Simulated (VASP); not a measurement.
# BiClO (P4/nmm) in VASP: relaxation of cell and atoms with LDA

Aim: the relaxation of cell and atoms of BiClO with LDA.

All numbers are computed with VASP 6.6.1; they aren't measurements. Logs are shortened: lines on timing, memory, paths and dates and some standing lists are left out, and cuts for length are marked.

**1. The cell of the first run**

The structure is tetragonal, space group P4/nmm (No. 129). The conventional cell has a = 3.886 Å, b = 3.886 Å, c = 7.349 Å, α = 90.00°, β = 90.00°, γ = 90.00°. Bi (site symmetry 4mm) has 4 O at 2.31 Å and 4 Cl at 3.06 Å within 3.1 Å. Within 4.0 Å of Cl (site symmetry 4mm) lie 6 Bi at 3.06 to 3.85 Å and 4 O at 3.24 Å and 8 Cl at 3.50 to 3.89 Å. Within 3.1 Å of O (site symmetry -4m2) lie 4 Bi at 2.31 Å and 4 O at 2.75 Å.

**2. Relaxation of cell and atoms, LDA**

The input, INCAR:

```
SYSTEM = BiClO
  PREC = Accurate
  ENCUT = 600
  EDIFF = 1E-6
  ISMEAR = 0
  SIGMA = 0.02
  LREAL = .FALSE.
  LASPH = .TRUE.
  NELM = 80
  ALGO = Normal
  ISIF = 3
  LWAVE = .FALSE.
  LCHARG = .FALSE.
  GGA = CA
  IBRION = 2
  NSW = 100
  EDIFFG = -0.005
```

The input, KPOINTS:

```
Automatic mesh
0
G
  6 6 4
  0 0 0
```

The input, POSCAR:

```
BiClO
1.0
    3.8855100000      0.0000000000      0.0000000000
    0.0000000000      3.8855100000      0.0000000000
    0.0000000000      0.0000000000      7.3489000000
Bi Cl O
2 2 2
Direct
    0.5000000000      0.0000000000      0.3290400000
    0.0000000000      0.5000000000      0.6709600000
    0.0000000000      0.5000000000      0.1472000000
    0.5000000000      0.0000000000      0.8528000000
    0.0000000000      0.0000000000      0.5000000000
    0.5000000000      0.5000000000      0.5000000000
```

Potentials or basis: VASP PAW LDA potentials, release 64 (Bi_d, Cl, O).

Started as:

```
> cat potpaw_LDA.64/Bi_d/POTCAR potpaw_LDA.64/Cl/POTCAR potpaw_LDA.64/O/POTCAR > POTCAR
> mpirun -np 1 vasp_std > vasp.out
```

OUTCAR:

```text
SYSTEM = BiClO
   PREC = Accurate
   ENCUT = 600
   EDIFF = 1E-6
   ISMEAR = 0
   LREAL = .FALSE.
   LASPH = .TRUE.
   NELM = 80
   ISIF = 3
   GGA = CA
   IBRION = 2
   NSW = 100
   EDIFFG = -0.005

 ion  position               nearest neighbor table
   1  0.500  0.000  0.329-   5 2.31   6 2.31   6 2.31   5 2.31   3 3.06   3 3.06   3 3.06   3 3.06
                             2 3.72   2 3.72   2 3.72   2 3.72
   2  0.000  0.500  0.671-   5 2.31   6 2.31   5 2.31   6 2.31   4 3.06   4 3.06   4 3.06   4 3.06
                             1 3.72   1 3.72   1 3.72   1 3.72
   3  0.000  0.500  0.147-   1 3.06   1 3.06   1 3.06   1 3.06
   4  0.500  0.000  0.853-   2 3.06   2 3.06   2 3.06   2 3.06
   5  0.000  0.000  0.500-   1 2.31   2 2.31   2 2.31   1 2.31
   6  0.500  0.500  0.500-   1 2.31   2 2.31   1 2.31   2 2.31

  LATTYP: Found a simple tetragonal cell.
 ALAT       =     3.8855100000
 C/A-ratio  =     1.8913604649

  Lattice vectors:

 A1 = (   3.8855100000,   0.0000000000,   0.0000000000)
 A2 = (   0.0000000000,   3.8855100000,   0.0000000000)
 A3 = (   0.0000000000,   0.0000000000,   7.3489000000)

Analysis of symmetry for initial positions (statically):
=====================================================================
 Subroutine PRICEL returns:
 Original cell was already a primitive cell.

 Routine SETGRP: Setting up the symmetry group for a
 simple tetragonal supercell.

 Subroutine GETGRP returns: Found 16 space group operations
 (whereof  8 operations were pure point group operations)
 out of a pool of 16 trial point group operations.

The static configuration has the point symmetry D_2d.
 The point group associated with its full space group is D_4h.

Analysis of symmetry for dynamics (positions and initial velocities):
=====================================================================
 Subroutine PRICEL returns:
 Original cell was already a primitive cell.

 Routine SETGRP: Setting up the symmetry group for a
 simple tetragonal supercell.

 Subroutine GETGRP returns: Found 16 space group operations
 (whereof  8 operations were pure point group operations)
 out of a pool of 16 trial point group operations.

The dynamic configuration has the point symmetry D_2d.
 The point group associated with its full space group is D_4h.

 Subroutine INISYM returns: Found 16 space group operations
 (whereof  8 operations are pure point group operations),
 and found     1 'primitive' translations

----------------------------------------------------------------------------------------

                                     Primitive cell

  volume of cell :     110.9477

  direct lattice vectors                    reciprocal lattice vectors
     3.885510000  0.000000000  0.000000000     0.257366472  0.000000000  0.000000000
     0.000000000  3.885510000  0.000000000     0.000000000  0.257366472  0.000000000
     0.000000000  0.000000000  7.348900000     0.000000000  0.000000000  0.136074787

  length of vectors
     3.885510000  3.885510000  7.348900000     0.257366472  0.257366472  0.136074787

  position of ions in fractional coordinates (direct lattice)
     0.500000000  0.000000000  0.329040000
     0.000000000  0.500000000  0.670960000
     0.000000000  0.500000000  0.147200000
     0.500000000  0.000000000  0.852800000
     0.000000000  0.000000000  0.500000000
     0.500000000  0.500000000  0.500000000

  ion indices of the primitive-cell ions
   primitive index   ion index
                 1           1
                 2           2
                 3           3
                 4           4
                 5           5
                 6           6

----------------------------------------------------------------------------------------

 KPOINTS: Automatic mesh

Automatic generation of k-mesh.
 Grid dimensions read from file:
 generate k-points for:    6    6    4

 Generating k-lattice:

  Cartesian coordinates                     Fractional coordinates (reciprocal lattice)
     0.042894412  0.000000000  0.000000000     0.166666667  0.000000000  0.000000000
     0.000000000  0.042894412  0.000000000     0.000000000  0.166666667  0.000000000
     0.000000000  0.000000000  0.034018697     0.000000000  0.000000000  0.250000000

  Length of vectors
     0.042894412  0.042894412  0.034018697

  Shift w.r.t. Gamma in fractional coordinates (k-lattice)
     0.000000000  0.000000000  0.000000000

 Subroutine IBZKPT returns following result:
 ===========================================

 Found     30 irreducible k-points:

 Following reciprocal coordinates:
            Coordinates               Weight
  0.000000  0.000000  0.000000      1.000000
  0.166667  0.000000  0.000000      4.000000
  0.333333  0.000000  0.000000      4.000000
  0.500000  0.000000  0.000000      2.000000
  0.166667  0.166667  0.000000      4.000000
  0.333333  0.166667  0.000000      8.000000
[... 16 lines left out ...]
  0.333333  0.000000  0.500000      4.000000
  0.500000  0.000000  0.500000      2.000000
 [... further k-points ...]
   k-points           NKPTS =     30   k-points in BZ     NKDIM =     30   number of bands    NBANDS=     33
   number of dos      NEDOS =    301   number of ions     NIONS =      6
   total plane-waves  NPLWV =  61440
   dimension x,y,z NGX =    32 NGY =   32 NGZ =   60
   dimension x,y,z NGXF=    64 NGYF=   64 NGZF=  120
   ions per type =               2   2   2
   NGX,Y,Z   is equivalent  to a cutoff of  13.69, 13.69, 13.57 a.u.
   NGXF,Y,Z  is equivalent  to a cutoff of  27.38, 27.38, 27.15 a.u.
 SYSTEM =  BiClO
   PREC   = accura    normal or accurate (medium, high low for compatibility)
   ISTART =      0    job   : 0-new  1-cont  2-samecut
   ICHARG =      2    charge: 1-file 2-atom 10-const
   ISPIN  =      1    spin polarized calculation?
   LNONCOLLINEAR =      F non collinear calculations
   LSORBIT =      F    spin-orbit coupling
   LASPH  =      T    aspherical Exc in radial PAW
   ENCUT  =  600.0 eV  44.10 Ry    6.64 a.u.   7.76  7.76 14.68*2*pi/ulx,y,z
   NELM   =     80;   NELMIN=  2; NELMDL= -5     # of ELM steps
   EDIFF  = 0.1E-05   stopping-criterion for ELM
   LREAL  =      F    real-space projection
   EDIFFG = -.5E-02   stopping-criterion for IOM
   NSW    =    100    number of steps for IOM
   IBRION =      2    ionic relax: 0-MD 1-quasi-New 2-CG
   NFREE  =      1    steps in history (QN), initial steepest desc. (CG)
   ISIF   =      3    stress and relaxation
   ISYM   =      2    0-nonsym 1-usesym 2-fastsym
   POTIM  = 0.5000    time-step for ionic-motion
   TEBEG  =    0.0;   TEEND  =   0.0 temperature during run
   PSTRESS=    0.0 pullay stress
   NELECT =      56.0000    total number of electrons
   NUPDOWN=      -1.0000    fix difference up-down
   EMIN   =  10.00;   EMAX   =-10.00  energy-range for DOS
   EFERMI =   0.00;   METHOD = LEGACY
   ISMEAR =     0;   SIGMA  =   0.02  broadening in eV -4-tet -1-fermi 0-gaus
   EFERMI_NEDOS =   21; number of points for ismear=-14 and -15
   IALGO  =     38    algorithm
   IMIX   =      4    mixing-type and parameters
     AMIX     =   0.40;   BMIX     =  1.00
     AMIX_MAG =   1.60;   BMIX_MAG =  1.00
  volume/ion in A,a.u.               =      18.49       124.79
  Fermi-wavevector in a.u.,A,eV,Ry     =   1.303461  2.463184 23.116442  1.699011
  Thomas-Fermi vector in A             =   2.434462
   LORBIT       =      0    0 simple, 1 ext, 2 COOP (PROOUT), +10 PAW based schemes
   GGA     = CA    functional components
   LHFCALC =     F    Hartree Fock is set to
   AEXX    =    0.0000 exact exchange contribution
   IVDW    =     0    specifies the selected vdW correction
   LEPSILON=     F    determine dielectric tensor
   LRPA    =     F    only Hartree local field effects (RPA)
 conjugate gradient relaxation of ions
 non-spin polarized calculation
 Gauss-broadening in eV      SIGMA  =   0.02
  energy-cutoff  :      600.00
  volume of cell :      110.95
 maximum number of plane-waves:      3733
 NGX is ok and might be reduce to    32
   NGX = 15   NGY = 15   NGZ = 29

--------------------------------------- Ionic step        1  -------------------------------------------

 number of electron      55.9999985 magnetization

 Free energy of the ion-electron system (eV)
  ---------------------------------------------------
  ext. energy  EPLUGINS =         0.00000000
  ---------------------------------------------------
  free energy    TOTEN  =       -33.02423173 eV

  energy without entropy =      -33.02423173  energy(sigma->0) =      -33.02423173

------------------------ aborting loop because EDIFF is reached ----------------------------------------

  FORCE on cell =-STRESS in cart. coord.  units (eV):
  Direction    XX          YY          ZZ          XY          YZ          ZX
  --------------------------------------------------------------------------------------
  -------------------------------------------------------------------------------------
  Total       -2.1125165     -2.1125165     -1.7969384      0.0000000      0.0000000      0.0000000
  in kB      -30.5064931    -30.5064931    -25.9492842      0.0000000      0.0000000      0.0000000
  external PRESSURE =     -28.9874235 kB  Pullay stress =       0.0000000 kB
[... 101 lines left out ...]
  FREE ENERGIE OF THE ION-ELECTRON SYSTEM (eV)
  ---------------------------------------------------
  free  energy   TOTEN  =       -33.0524269834 eV

  energy  without entropy=      -33.0524269834  energy(sigma->0) =      -33.05242698

[... ionic steps 4 to 22 ...]

--------------------------------------- Ionic step       23  -------------------------------------------

 number of electron      56.0000009 magnetization

------------------------ aborting loop because EDIFF is reached ----------------------------------------

  FORCE on cell =-STRESS in cart. coord.  units (eV):
  Direction    XX          YY          ZZ          XY          YZ          ZX
  --------------------------------------------------------------------------------------
  -------------------------------------------------------------------------------------
  Total       -0.0095147     -0.0095147      0.0411218      0.0000000      0.0000000      0.0000000
  in kB       -0.1434281     -0.1434281      0.6198838      0.0000000      0.0000000      0.0000000
  external PRESSURE =       0.1110092 kB  Pullay stress =       0.0000000 kB
[... 65 lines left out ...]
  energy  without entropy=      -33.0630925539  energy(sigma->0) =      -33.06309255

--------------------------------------- Ionic step       25  -------------------------------------------

 number of electron      56.0000009 magnetization

 Free energy of the ion-electron system (eV)
  ---------------------------------------------------
  ext. energy  EPLUGINS =         0.00000000
  ---------------------------------------------------
  free energy    TOTEN  =       -33.06309373 eV

  energy without entropy =      -33.06309373  energy(sigma->0) =      -33.06309373

 E-fermi :   5.2208     XC(G=0): -10.9843

 val. band max:        5.1008308330   @ k =   0.3333   0.0000   0.5000
 cond. band min:       7.6740813647   @ k =   0.0000   0.0000   0.5000
 fundamental gap:      2.5732505317
 Fermi energy:         5.2208447750

 k-point     1 :       0.0000    0.0000    0.0000
  band No.  band energies     occupation
      1     -16.7283      2.00000
      2     -16.5072      2.00000
      3     -16.5069      2.00000
      4     -16.5069      2.00000
      5     -16.4894      2.00000
      6     -16.4502      2.00000
[... 853 lines left out ...]
     32      10.3569      0.00000
     33      10.7388      0.00000

 [... further k-points ...]

------------------------ aborting loop because EDIFF is reached ----------------------------------------

  FORCE on cell =-STRESS in cart. coord.  units (eV):
  Direction    XX          YY          ZZ          XY          YZ          ZX
  --------------------------------------------------------------------------------------
  -------------------------------------------------------------------------------------
  Total       -0.0042828     -0.0042828      0.0070550      0.0000000     -0.0000000      0.0000000
  in kB       -0.0645552     -0.0645552      0.1063415      0.0000000     -0.0000000      0.0000000
  external PRESSURE =      -0.0075897 kB  Pullay stress =       0.0000000 kB
[... 21 lines left out ...]
  FREE ENERGIE OF THE ION-ELECTRON SYSTEM (eV)
  ---------------------------------------------------
  free  energy   TOTEN  =       -33.0630937341 eV

  energy  without entropy=      -33.0630937341  energy(sigma->0) =      -33.06309373

 reached required accuracy - stopping structural energy minimisation
```

It took 7.2 min on 1 thread of Intel Xeon 6975P-C (Granite Rapids), shared host; peak memory 0.29 GiB.

What came out:

- Free energy: -33.0631 eV
- Relaxed volume: 17.72 Å³/atom
- Relaxed cell: a = 3.854 Å, b = 3.854 Å, c = 7.155 Å, α = 90.00°, β = 90.00°, γ = 90.00°
- Space group after relaxing (to 0.1 Å): P4/nmm (No. 129)
- Energy gained by relaxing: 6.5 meV/atom
- Ionic steps: 25
- Pressure after relaxing: 0.0 GPa
- Largest force after relaxing: 0.004 eV/Å
- Band gap on the k mesh: 2.57 eV (least direct gap 2.88 eV)

Forces in eV/Å, atoms in the order of the input:
```
Bi   0.000  0.000  0.004
Bi   0.000  0.000 -0.004
Cl   0.000  0.000 -0.002
Cl   0.000  0.000  0.002
O    0.000  0.000  0.000
O    0.000  0.000  0.000
```

Step by step:
```csv
step,energy change (eV),largest force (eV/Å),pressure (GPa),volume (Å³)
1,0.0000,0.1165,-2.90,110.95
2,-0.0099,0.5997,2.52,105.66
3,-0.0282,0.3101,-0.04,107.97
4,-0.0339,0.0927,-0.04,107.48
5,-0.0345,0.0482,-0.06,107.26
6,-0.0358,0.0530,0.00,107.07
7,-0.0377,0.0660,0.16,106.47
8,-0.0377,0.0667,0.21,106.39
9,-0.0377,0.0670,-0.44,106.77
10,-0.0381,0.0505,-0.15,106.58
11,-0.0387,0.0186,-0.12,106.44
12,-0.0388,0.0101,-0.08,106.33
13,-0.0388,0.0133,-0.02,106.34
14,-0.0388,0.0071,-0.04,106.39
15,-0.0388,0.0075,-0.07,106.35
16,-0.0388,0.0069,-0.07,106.35
17,-0.0388,0.0124,0.13,106.16
18,-0.0388,0.0103,0.06,106.28
19,-0.0388,0.0116,0.01,106.30
20,-0.0388,0.0084,0.00,106.29
21,-0.0388,0.0082,0.01,106.29
22,-0.0388,0.0083,0.00,106.29
23,-0.0388,0.0096,0.01,106.29
24,-0.0389,0.0092,-0.01,106.30
25,-0.0389,0.0041,0.00,106.29
```

Final structure:
```
CELL_PARAMETERS angstrom
3.85425 0.00000 0.00000
0.00000 3.85425 0.00000
0.00000 0.00000 7.15532
ATOMIC_POSITIONS crystal
Bi 0.50000 0.00000 0.32457
Bi 0.00000 0.50000 0.67543
Cl 0.00000 0.50000 0.14437
Cl 0.50000 0.00000 0.85563
O 0.00000 0.00000 0.50000
O 0.50000 0.50000 0.50000
```

Caveat: spin-orbit coupling is left out, which moves the levels of the heavy elements.
